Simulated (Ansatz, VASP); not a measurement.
**One calculation of NbAs, two programs**

Contents of POSCAR:

```
NbAs
1.0
    0.0000000000      3.0204760705      3.0204760705
    3.0204760705      0.0000000000      3.0204760705
    3.0204760705      3.0204760705      0.0000000000
Nb As
1 1
Direct
    0.0000000000      0.0000000000      0.0000000000
    0.2500000000      0.2500000000      0.2500000000
```

INCAR.step1

```
SYSTEM = NbAs
ALGO = Normal
EDIFF = 1E-5
ENCUT = 550
GGA = PE
GGA_COMPAT = .FALSE.
ISMEAR = 0
LASPH = .TRUE.
LCHARG = .FALSE.
LREAL = .FALSE.
LWAVE = .TRUE.
NBANDS = 16
NELM = 120
PREC = Accurate
SIGMA = 0.1
```

INCAR.step2

```
SYSTEM = NbAs
ALGO = Normal
EDIFF = 1E-6
ENCUT = 550
GGA_COMPAT = .FALSE.
ISIF = 2
ISMEAR = 0
ISTART = 1
LASPH = .TRUE.
LCHARG = .TRUE.
LELF = .TRUE.
LMIXTAU = .TRUE.
LREAL = .FALSE.
LVHAR = .TRUE.
LWAVE = .FALSE.
METAGGA = R2SCAN
NBANDS = 16
NELM = 120
PREC = Accurate
SIGMA = 0.1
```

KPOINTS

```
k-points
0
G
  12 12 12
  0 0 0
```

Input for Ansatz:

```yaml
crystal:
  lattice:
    - [0.0, 3.0204761131, 3.0204761131]
    - [3.0204761131, 0.0, 3.0204761131]
    - [3.0204761131, 3.0204761131, 0.0]
  atoms:
    - { symbol: Nb, position: [0.0, 0.0, 0.0] }
    - { symbol: As, position: [0.25, 0.25, 0.25] }
basis:
  ecutwfc: 500
kpoints:
  mp_grid: { grid: [12, 12, 12] }
hamiltonian:
  xc: r2scan
scf:
  occupations: { method: gaussian, width: 0.1 }
  lower_state_search: "off"
output:
  forces: true
  stress: true
  eigenvalues: true
```

Alike in both runs: task single point; functional r2SCAN; k mesh 12 × 12 × 12; occupations gaussian, width 0.1 eV; no spin polarisation.

```csv
,VASP,Ansatz
version,VASP 6.6.1,Ansatz 0.2.0
potentials or method,"VASP PAW PBE potentials, release 64 (Nb_sv, As), cutoff 550 eV","scalar-relativistic, plane waves, PAW"
valence electrons in the cell,18,28
```

VASP gave:

- gap on the k mesh at the Fermi level (eV): none
- pressure (GPa): -9.9

Problem. Which values does Ansatz return?

Solution. gap on the k mesh at the Fermi level (eV): none; pressure (GPa): -9.8.

VASP's potentials were made for PBE, not for r2SCAN. A gap of «none» marks a metal or a gap that the smearing closes. VASP's potentials hold 18 valence electrons a cell and Ansatz's 28, so a difference there can come from the potentials and not from the codes.
